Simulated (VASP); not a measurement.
# HPbNO4 (P1) in VASP: a series of runs

Aim: see how the results for HPbNO4 move with the level of theory and the settings. Levels: BLYP, PBE. Tasks: single point.

Everything below comes from runs of VASP 6.6.1. Logs are shortened: lines on timing, memory, paths and dates and some standing lists are left out, and cuts for length are marked.

## 1. The cell of the first run

The typed cell holds 7 atoms: a = 4.263 Å, b = 4.432 Å, c = 6.811 Å, α = 71.70°, β = 72.00°, γ = 61.75°.

## 2. Single point, BLYP

The input, INCAR:

```
SYSTEM = HPbNO4
PREC = Accurate ; ENCUT = 1340
EDIFF = 1E-6 ; ISMEAR = -1
SIGMA = 0.05 ; LREAL = .False.
LASPH = .True. ; NELM = 120
ALGO = Normal ; ISIF = 2
LWAVE = .False. ; LCHARG = .False.
GGA = B5 ; ALDAX = 1.0
AGGAX = 1.0 ; AGGAC = 1.0
ALDAC = 0.0 ; NBANDS = 31
GGA_COMPAT = .False.
```

The input, KPOINTS:

```
Automatic mesh
0
Gamma
  5 5 3
  0 0 0
```

The input, POSCAR:

```
HPbNO4
1.0
    4.2567178861      0.1389665706      0.1754068282
    1.9659558083      3.9704673081      0.1295268828
    1.8006107240      1.2851716218      6.4414985128
H Pb N O
1 1 1 4
Direct
    0.8912662513      0.6836409973      0.6310634355
    0.1453158982      0.9266599496      0.8835539527
    0.2565950892      0.2880162303      0.3007368532
    0.8304760282      0.6529391873      0.7851899199
    0.3835517711      0.2253389558      0.1123739679
    0.3067138457      0.0372480185      0.4562461197
    0.0848111162      0.6019566613      0.3223357511
```

Potentials or basis: VASP PAW PBE potentials, release 64 (H_h, Pb_d, N_h, O_h).

On the command line:

```console
> cat potpaw_PBE.64/H_h/POTCAR potpaw_PBE.64/Pb_d/POTCAR potpaw_PBE.64/N_h/POTCAR potpaw_PBE.64/O_h/POTCAR > POTCAR
> mpirun -np 1 vasp_std > vasp.out
```

OUTCAR:

```text
SYSTEM = HPbNO4
   PREC = Accurate
   ENCUT = 1340
   EDIFF = 1E-6
   ISMEAR = -1
   LREAL = .False.
   LASPH = .True.
   NELM = 120
   ISIF = 2
   GGA = B5

 ion  position               nearest neighbor table
   1  0.891  0.684  0.631-   4 0.98
   2  0.145  0.927  0.884-   4 2.52   4 2.53   6 2.71   4 2.78
   3  0.257  0.288  0.301-   6 1.26   7 1.26   5 1.29
   4  0.830  0.653  0.785-   1 0.98   2 2.52   2 2.53   2 2.78
   5  0.384  0.225  0.112-   3 1.29
   6  0.307  0.037  0.456-   3 1.26   2 2.71
   7  0.085  0.602  0.322-   3 1.26

  LATTYP: Found a triclinic cell.
 ALAT       =     4.4643133591
 B/A-ratio  =     0.9548156378
 C/A-ratio  =     1.5369494336
 COS(alpha) =     0.0010315150
 COS(beta)  =     0.3329749977
 COS(gamma) =     0.4848626311

  Lattice vectors:

 A1 = (   2.2907620778,  -3.8315007375,   0.0458799454)
 A2 = (   4.2567178861,   0.1389665706,   0.1754068282)
 A3 = (  -0.1653450843,  -2.6852956863,   6.3119716300)

Analysis of symmetry for initial positions (statically):
=====================================================================
 Subroutine PRICEL returns:
 Original cell was already a primitive cell.

 Routine SETGRP: Setting up the symmetry group for a
 triclinic supercell.

 Subroutine GETGRP returns: Found  1 space group operations
 (whereof  1 operations were pure point group operations)
 out of a pool of  2 trial point group operations.

The static configuration has the point symmetry C_1 .

Analysis of symmetry for dynamics (positions and initial velocities):
=====================================================================
 Subroutine PRICEL returns:
 Original cell was already a primitive cell.

 Routine SETGRP: Setting up the symmetry group for a
 triclinic supercell.

 Subroutine GETGRP returns: Found  1 space group operations
 (whereof  1 operations were pure point group operations)
 out of a pool of  2 trial point group operations.

The dynamic configuration has the point symmetry C_1 .

 Subroutine INISYM returns: Found  1 space group operations
 (whereof  1 operations are pure point group operations),
 and found     1 'primitive' translations

----------------------------------------------------------------------------------------

                                     Primitive cell

  volume of cell :     105.6219

  direct lattice vectors                    reciprocal lattice vectors
     4.256717886  0.138966571  0.175406828     0.240568362 -0.117688379 -0.043766246
     1.965955808  3.970467308  0.129526883    -0.006340777  0.256611503 -0.049425231
     1.800610724  1.285171622  6.441498513    -0.006423355 -0.001955250  0.157429019

  length of vectors
     4.262596207  4.432422599  6.810783227     0.271365391  0.261404901  0.157572138

  position of ions in fractional coordinates (direct lattice)
     0.891266251  0.683640997  0.631063436
     0.145315898  0.926659950  0.883553953
     0.256595089  0.288016230  0.300736853
     0.830476028  0.652939187  0.785189920
     0.383551771  0.225338956  0.112373968
     0.306713846  0.037248019  0.456246120
     0.084811116  0.601956661  0.322335751

  ion indices of the primitive-cell ions
   primitive index   ion index
                 1           1
                 2           2
                 3           3
                 4           4
                 5           5
                 6           6
                 7           7

----------------------------------------------------------------------------------------

 KPOINTS: Automatic mesh

Automatic generation of k-mesh.
 Grid dimensions read from file:
 generate k-points for:    5    5    3

 Generating k-lattice:

  Cartesian coordinates                     Fractional coordinates (reciprocal lattice)
     0.048113672 -0.023537676 -0.008753249     0.200000000  0.000000000  0.000000000
    -0.001268155  0.051322301 -0.009885046     0.000000000  0.200000000  0.000000000
    -0.002141118 -0.000651750  0.052476340     0.000000000 -0.000000000  0.333333333

  Length of vectors
     0.054273078  0.052280980  0.052524046

  Shift w.r.t. Gamma in fractional coordinates (k-lattice)
     0.000000000  0.000000000  0.000000000

 Subroutine IBZKPT returns following result:
 ===========================================

 Found     38 irreducible k-points:

 Following reciprocal coordinates:
            Coordinates               Weight
  0.000000  0.000000  0.000000      1.000000
  0.200000  0.000000  0.000000      2.000000
  0.400000  0.000000  0.000000      2.000000
 -0.000000  0.200000 -0.000000      2.000000
  0.200000  0.200000 -0.000000      2.000000
  0.400000  0.200000 -0.000000      2.000000
[... 16 lines left out ...]
 -0.200000  0.200000  0.333333      2.000000
 -0.000000  0.400000  0.333333      2.000000
 [... further k-points ...]
   k-points           NKPTS =     38   k-points in BZ     NKDIM =     38   number of bands    NBANDS=     31
   number of dos      NEDOS =    301   number of ions     NIONS =      7
   total plane-waves  NPLWV = 244944
   dimension x,y,z NGX =    54 NGY =   54 NGZ =   84
   dimension x,y,z NGXF=   108 NGYF=  108 NGZF=  168
   ions per type =               1   1   1   4
   NGX,Y,Z   is equivalent  to a cutoff of  21.06, 20.25, 20.50 a.u.
   NGXF,Y,Z  is equivalent  to a cutoff of  42.12, 40.51, 41.01 a.u.
 SYSTEM =  HPbNO4
   PREC   = accura    normal or accurate (medium, high low for compatibility)
   ISTART =      0    job   : 0-new  1-cont  2-samecut
   ICHARG =      2    charge: 1-file 2-atom 10-const
   ISPIN  =      1    spin polarized calculation?
   LNONCOLLINEAR =      F non collinear calculations
   LSORBIT =      F    spin-orbit coupling
   LASPH  =      T    aspherical Exc in radial PAW
   ENCUT  = 1340.0 eV  98.49 Ry    9.92 a.u.  12.72 13.23 20.33*2*pi/ulx,y,z
   NELM   =    120;   NELMIN=  2; NELMDL= -5     # of ELM steps
   EDIFF  = 0.1E-05   stopping-criterion for ELM
   LREAL  =      F    real-space projection
   EDIFFG = 0.1E-04   stopping-criterion for IOM
   NSW    =      0    number of steps for IOM
   IBRION =     -1    ionic relax: 0-MD 1-quasi-New 2-CG
   NFREE  =      0    steps in history (QN), initial steepest desc. (CG)
   ISIF   =      2    stress and relaxation
   ISYM   =      2    0-nonsym 1-usesym 2-fastsym
   POTIM  = 0.5000    time-step for ionic-motion
   TEBEG  =    0.0;   TEEND  =   0.0 temperature during run
   PSTRESS=    0.0 pullay stress
   NELECT =      44.0000    total number of electrons
   NUPDOWN=      -1.0000    fix difference up-down
   EMIN   =  10.00;   EMAX   =-10.00  energy-range for DOS
   EFERMI =   0.00;   METHOD = LEGACY
   ISMEAR =    -1;   SIGMA  =   0.05  broadening in eV -4-tet -1-fermi 0-gaus
   EFERMI_NEDOS =   21; number of points for ismear=-14 and -15
   IALGO  =     38    algorithm
   IMIX   =      4    mixing-type and parameters
     AMIX     =   0.40;   BMIX     =  1.00
     AMIX_MAG =   1.60;   BMIX_MAG =  1.00
  volume/ion in A,a.u.               =      15.09       101.82
  Fermi-wavevector in a.u.,A,eV,Ry     =   1.222666  2.310503 20.339501  1.494911
  Thomas-Fermi vector in A             =   2.357804
   LORBIT       =      0    0 simple, 1 ext, 2 COOP (PROOUT), +10 PAW based schemes
   GGA     = B5    functional components
   LHFCALC =     F    Hartree Fock is set to
   AEXX    =    0.0000 exact exchange contribution
   IVDW    =     0    specifies the selected vdW correction
   LEPSILON=     F    determine dielectric tensor
   LRPA    =     F    only Hartree local field effects (RPA)
 non-spin polarized calculation
  energy-cutoff  :     1340.00
  volume of cell :      105.62
 maximum number of plane-waves:     11785
 NGX is ok and might be reduce to    54
   NGX = 25   NGY = 27   NGZ = 41

 number of electron      44.0000001 magnetization

 Free energy of the ion-electron system (eV)
  ---------------------------------------------------
  ext. energy  EPLUGINS =         0.00000000
  ---------------------------------------------------
  free energy    TOTEN  =       -38.56797767 eV

  energy without entropy =      -38.56797767  energy(sigma->0) =      -38.56797767

 E-fermi :   2.1721     XC(G=0):  -8.1795

 val. band max:        1.0794552528   @ k =   0.2000  -0.4000   0.3333
 cond. band min:       3.9719629828   @ k =  -0.2000   0.4000   0.3333
 fundamental gap:      2.8925077300
 Fermi energy:         2.1721494968

 k-point     1 :       0.0000    0.0000    0.0000
  band No.  band energies     occupation
      1     -24.3181      2.00000
      2     -19.0429      2.00000
      3     -18.6946      2.00000
      4     -16.2862      2.00000
      5     -14.1716      2.00000
      6     -14.1527      2.00000
[... 23 lines left out ...]
     30      12.5386      0.00000
     31      13.2382      0.00000

 k-point     2 :       0.2000    0.0000    0.0000
  band No.  band energies     occupation
      1     -24.3097      2.00000
      2     -19.0571      2.00000
      3     -18.6981      2.00000
      4     -16.2816      2.00000
      5     -14.1763      2.00000
      6     -14.1685      2.00000
[... 23 lines left out ...]
     30      11.9352      0.00000
     31      12.6259      0.00000

 k-point     3 :       0.4000    0.0000    0.0000
  band No.  band energies     occupation
      1     -24.2961      2.00000
      2     -19.0812      2.00000
      3     -18.7019      2.00000
      4     -16.2772      2.00000
      5     -14.1820      2.00000
      6     -14.1688      2.00000
[... 23 lines left out ...]
     30      11.3599      0.00000
     31      12.4306      0.00000

 k-point     4 :      -0.0000    0.2000   -0.0000
  band No.  band energies     occupation
      1     -24.3044      2.00000
      2     -19.0771      2.00000
      3     -18.7022      2.00000
      4     -16.2821      2.00000
      5     -14.1753      2.00000
      6     -14.1554      2.00000
[... 635 lines left out ...]
     30      11.5168      0.00000
     31      12.8113      0.00000

 k-point    23 :      -0.2000    0.2000    0.3333
  band No.  band energies     occupation
      1     -24.2918      2.00000
      2     -19.1016      2.00000
      3     -18.7083      2.00000
      4     -16.2758      2.00000
      5     -14.1827      2.00000
      6     -14.1652      2.00000
[... 23 lines left out ...]
     30      11.9758      0.00000
     31      12.4553      0.00000

 k-point    24 :      -0.0000    0.4000    0.3333
  band No.  band energies     occupation
      1     -24.2825      2.00000
      2     -19.1305      2.00000
      3     -18.7123      2.00000
      4     -16.2762      2.00000
      5     -14.1763      2.00000
      6     -14.1614      2.00000
[... 23 lines left out ...]
     30      11.8986      0.00000
     31      13.0285      0.00000

 [... further k-points ...]

------------------------ aborting loop because EDIFF is reached ----------------------------------------

  FORCE on cell =-STRESS in cart. coord.  units (eV):
  Direction    XX          YY          ZZ          XY          YZ          ZX
  --------------------------------------------------------------------------------------
  -------------------------------------------------------------------------------------
  Total       -0.0868938      0.2508271      0.2717712     -0.0045585     -0.0127763     -0.0068739
  in kB       -1.3180907      3.8047923      4.1224928     -0.0691471     -0.1938034     -0.1042704
  external PRESSURE =       2.2030648 kB  Pullay stress =       0.0000000 kB

 VOLUME and BASIS-vectors are now :
 -----------------------------------------------------------------------------
  energy-cutoff  :     1340.00
  volume of cell :      105.62
      direct lattice vectors                 reciprocal lattice vectors
     4.256717886  0.138966571  0.175406828     0.240568362 -0.117688379 -0.043766246
     1.965955808  3.970467308  0.129526883    -0.006340777  0.256611503 -0.049425231
     1.800610724  1.285171622  6.441498513    -0.006423355 -0.001955250  0.157429019

 POSITION                                       TOTAL-FORCE (eV/Angst)
 -----------------------------------------------------------------------------------
      6.27418      3.64926      4.30988         0.001940     -0.004430     -0.047520
      4.03128      4.83499      5.83693        -0.000685      0.011847      0.008498
      2.19999      1.56572      2.01951        -0.000153     -0.002483     -0.007699
      6.23257      3.71699      5.28804        -0.001108     -0.004433      0.034717
      2.27802      1.09242      0.82032         0.010158     -0.062433     -0.151229
      2.20034      0.77687      2.99753         0.001118     -0.121373      0.144041
      2.12484      2.81609      2.16917        -0.011270      0.183305      0.019192
 -----------------------------------------------------------------------------------
    total drift:                               -0.000221     -0.000313     -0.001001

  FREE ENERGIE OF THE ION-ELECTRON SYSTEM (eV)
  ---------------------------------------------------
  free  energy   TOTEN  =       -38.5679776661 eV

  energy  without entropy=      -38.5679776660  energy(sigma->0) =      -38.56797767
```

Run time: 17 min. Hardware: 1 thread of Intel Xeon Platinum 8259CL at 2.50GHz (Skylake/Cascade Lake), shared host; peak memory 0.83 GiB.

Results:

| Item | Value |
| --- | --- |
| Free energy | -38.5680 eV |
| Pressure | 0.2 GPa |
| Largest force | 0.188 eV/Å |
| Band gap on the k mesh | 2.89 eV |

Forces on the atoms (eV/Å):
```
H    0.002 -0.004 -0.048
Pb  -0.001  0.012  0.008
N    0.000 -0.002 -0.008
O   -0.001 -0.004  0.035
O    0.010 -0.062 -0.151
O    0.001 -0.121  0.144
O   -0.011  0.183  0.019
```

Caveat: the PAW data sets were made with another functional, which shifts forces and pressure a little; spin-orbit coupling is left out, which moves the levels of the heavy elements.

## 3. Single point, PBE

This run uses another cell than the first one, of 14.48 Å³/atom.

The input, INCAR:

```
SYSTEM = HPbNO4
PREC = Accurate
ENCUT = 910
EDIFF = 1E-6
ISMEAR = -1
SIGMA = 0.05
LREAL = .False.
LASPH = .True.
NELM = 120
ALGO = Normal
ISIF = 2
LWAVE = .False.
LCHARG = .True.
GGA = PE
LELF = .True.
LVHAR = .True.
NBANDS = 31
GGA_COMPAT = .False.
```

The input, KPOINTS:

```
regular mesh
0
Gamma
  10 10 6
  0 0 0
```

The input, POSCAR:

```
HPbNO4
1.0
    4.1992300000      0.1111700000      0.1681700000
    1.9160000000      3.8913200000      0.1256800000
    1.7608500000      1.2525900000      6.3726600000
H Pb N O
1 1 1 4
Direct
    0.8914500000      0.6820200000      0.6279600000
    0.1442600000      0.9287200000      0.8835200000
    0.2567000000      0.2886100000      0.3017100000
    0.8310800000      0.6505600000      0.7840500000
    0.3869400000      0.2238000000      0.1129500000
    0.3110400000      0.0357600000      0.4585600000
    0.0772600000      0.6063300000      0.3227500000
```

Potentials or basis: VASP PAW PBE potentials, release 64 (H_h, Pb_d, N_h, O_h).

On the command line:

```console
> cat potpaw_PBE.64/H_h/POTCAR potpaw_PBE.64/Pb_d/POTCAR potpaw_PBE.64/N_h/POTCAR potpaw_PBE.64/O_h/POTCAR > POTCAR
> mpirun -np 1 vasp_std > vasp.out
```

OUTCAR:

```text
SYSTEM = HPbNO4
   PREC = Accurate
   ENCUT = 910
   EDIFF = 1E-6
   ISMEAR = -1
   LREAL = .False.
   LASPH = .True.
   NELM = 120
   ISIF = 2
   GGA = PE

 ion  position               nearest neighbor table
   1  0.891  0.682  0.628-   4 0.98
   2  0.144  0.929  0.884-   4 2.48   4 2.51   6 2.67   4 2.72   5 2.81
   3  0.257  0.289  0.302-   6 1.25   7 1.26   5 1.28
   4  0.831  0.651  0.784-   1 0.98   2 2.48   2 2.51   2 2.72
[... 1032 lines left out ...]
  -------------------------------------------------------------------------------------
  Total       -0.2453283     -0.2414846     -0.2381972      0.0208449      0.0008035      0.0068076
  in kB       -3.8766999     -3.8159628     -3.7640142      0.3293931      0.0126977      0.1075750
  external PRESSURE =      -3.8188923 kB  Pullay stress =       0.0000000 kB

 VOLUME and BASIS-vectors are now :
 -----------------------------------------------------------------------------
  energy-cutoff  :      910.00
  volume of cell :      101.39
      direct lattice vectors                 reciprocal lattice vectors
     4.199230000  0.111170000  0.168170000     0.243027768 -0.118243312 -0.043910244
     1.916000000  3.891320000  0.125680000    -0.004909750  0.261012831 -0.049947232
     1.760850000  1.252590000  6.372660000    -0.006316502 -0.002027272  0.159064151

 POSITION                                       TOTAL-FORCE (eV/Angst)
 -----------------------------------------------------------------------------------
      6.15590      3.53964      4.23741         0.000012      0.000754     -0.003747
      3.94095      4.73667      5.77135         0.000777      0.005496      0.003509
      2.16219      1.52953      2.00214        -0.001843     -0.001188     -0.004305
      6.11696      3.60602      5.21801        -0.001187     -0.003592      0.004773
      2.25254      1.05537      0.81299         0.000548     -0.000444      0.000798
      2.18210      0.74812      2.97905         0.000752     -0.002920      0.002663
      2.05448      2.77229      2.14597         0.000940      0.001894     -0.003692
 -----------------------------------------------------------------------------------
    total drift:                               -0.000097     -0.000095     -0.002040

  FREE ENERGIE OF THE ION-ELECTRON SYSTEM (eV)
  ---------------------------------------------------
  free  energy   TOTEN  =       -40.7155028994 eV

  energy  without entropy=      -40.7155028993  energy(sigma->0) =      -40.71550290
```

stdout:

```text
POSCAR found type information on POSCAR H PbN O
 POSCAR found :  4 types and       7 ions
 scaLAPACK will be used
 LDA part: xc-table for (Slater+PW92), standard interpolation
 POSCAR, INCAR and KPOINTS ok, starting setup
 FFT: planning ... GRIDC
 FFT: planning ... GRID_SOFT
 FFT: planning ... GRID
 WAVECAR not read
 entering main loop
```

Wall time 27 min (1 thread of AMD EPYC 9R45 (Zen 5), shared host); peak memory 1.8 GiB.

Results:

- Free energy: -40.7155 eV
- Pressure: -0.4 GPa
- Largest force: 0.007 eV/Å
- Band gap on the k mesh: 2.80 eV (least direct gap 2.81 eV)

Forces on the atoms (eV/Å):
```
H    0.000  0.001 -0.004
Pb   0.001  0.005  0.004
N   -0.002 -0.001 -0.004
O   -0.001 -0.004  0.005
O    0.001  0.000  0.001
O    0.001 -0.003  0.003
O    0.001  0.002 -0.004
```

Caveat: spin-orbit coupling is left out, which moves the levels of the heavy elements.

[end of part 1 of 2]
